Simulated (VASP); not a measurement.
# C: single point with LDA

C:

```
C
1.0
     0.00000    1.76591    1.76591
     1.76591    0.00000    1.76591
     1.76591    1.76591    0.00000
C
2
Direct
  0.00000 0.00000 0.00000
  0.25000 0.25000 0.25000
```

* Program: VASP 6.6.1
* Task: single point
* Functional: LDA
* Potentials or basis: VASP PAW LDA potentials, release 64 (C_h)
* Cutoff: 910 eV
* k mesh: 10 × 10 × 10
* Occupations: gaussian, width 0.01 eV
* Spin: no spin polarisation
* Dipole correction: no
* Second run: hard_potentials
* Further INCAR settings: ALGO = Normal; EDIFF = 1e-06; NBANDS = 11

```
Pressure               : 0.6 GPa
Band gap on the k mesh : 4.21 eV, indirect (least direct gap 5.63 eV)
```

Levels at points of the mesh, in eV from the valence-band top:
| k point | band 1 | band 2 | band 3 | band 4 | band 5 | band 6 | band 7 | band 8 | band 9 |
| --- | --- | --- | --- | --- | --- | --- | --- | --- | --- |
| (0.00, 0.00, 0.00) | -21.72 | 0.00 | 0.00 | 0.00 | 5.63 | 5.63 | 5.63 | 14.23 | 19.40 |
| (0.50, 0.00, 0.00) | -15.70 | -13.69 | -2.87 | -2.87 | 8.51 | 8.51 | 9.42 | 15.67 | 21.95 |
| (0.50, 0.50, 0.00) | -12.82 | -12.82 | -6.47 | -6.47 | 4.77 | 4.77 | 17.07 | 17.07 | 23.47 |

It took 5.4 s on 1 thread of Intel(R) Xeon(R) 6975P-C (Granite Rapids), with other jobs on the host, peak memory 0.13 GiB.

Caveat: the cutoff is under 1.25 times the usual one of these potentials, so pressure, stress and relaxed cells hold a basis-set (Pulay) error. A hybrid or GW would open this gap; LDA tends to underestimate it.
